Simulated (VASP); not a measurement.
Runs of VASP 6.6.1 on AlGa3N4. The structure is that of space group P-43m (No. 215), or close to it. The cells are those of the table. 

```tsv
potentials or basis	cell	cutoff (eV)	gap on the mesh (eV)	pressure (GPa)	largest force (eV/Å)
VASP PAW LDA potentials, release 64 (Al, Ga_d, N)	a = 4.515 Å, 8 atoms	520	(b)	-9.9	0.02
VASP PAW LDA potentials, release 64 (Al, Ga_d, N_h)	a = 4.383 Å, angles 88.6°, 8 atoms	1330	2.70	8.1	0.49
VASP PAW LDA potentials, release 64 (Al, Ga_d, N)	a = 4.295 Å, angles 91.4°, 8 atoms	520	3.08	24.8	0.75
VASP PAW LDA potentials, release 64 (Al, Ga_d, N)	a = 4.295 Å, angles 88.6°, 8 atoms	520	3.12	24.7	0.70
VASP PAW LDA potentials, release 64 (Al, Ga_d, N)	a = 4.471 Å, 8 atoms	520	2.36	(a)	0.02
VASP PAW LDA potentials, release 64 (Al, Ga_d, N_h)	a = 4.339 Å, angles 91.4°, 8 atoms	1330	2.87	15.9	0.64
VASP PAW LDA potentials, release 64 (Al, Ga_d, N_h)	a = 4.383 Å, angles 91.3°, 8 atoms	1330	2.66	8.2	0.54
VASP PAW LDA potentials, release 64 (Al, Ga_d, N)	a = 4.560 Å, 8 atoms	520	1.95	-14.3	0.02
VASP PAW LDA potentials, release 64 (Al, Ga_d, N_h)	a = 4.339 Å, angles 88.6°, 8 atoms	1330	(c)	15.8	0.58
VASP PAW LDA potentials, release 64 (Al, Ga_d, N)	a = 4.382 Å, 8 atoms	520	2.79	7.8	0.04
VASP PAW LDA potentials, release 64 (Al, Ga_d, N)	a = 4.294 Å, 8 atoms	520	3.23	24.1	0.08
VASP PAW LDA potentials, release 64 (Al, Ga_d, N_h)	a = 4.427 Å, angles 91.3°, 8 atoms	1330	2.46	1.5	0.46
```

Alike in all rows: task single point; level LDA; no spin polarisation; k mesh 6 × 6 × 6; smearing gaussian 0.05 eV.

Question: Fill in the values left out.

Answer: (a) -4.8; (b) 2.15; (c) 2.91.

Caveats: the cell stands under pressure (at least some runs); the cell stands under tension (at least some runs).

A k mesh can miss the band edges, and the runs leave out spin-orbit coupling on Ga.
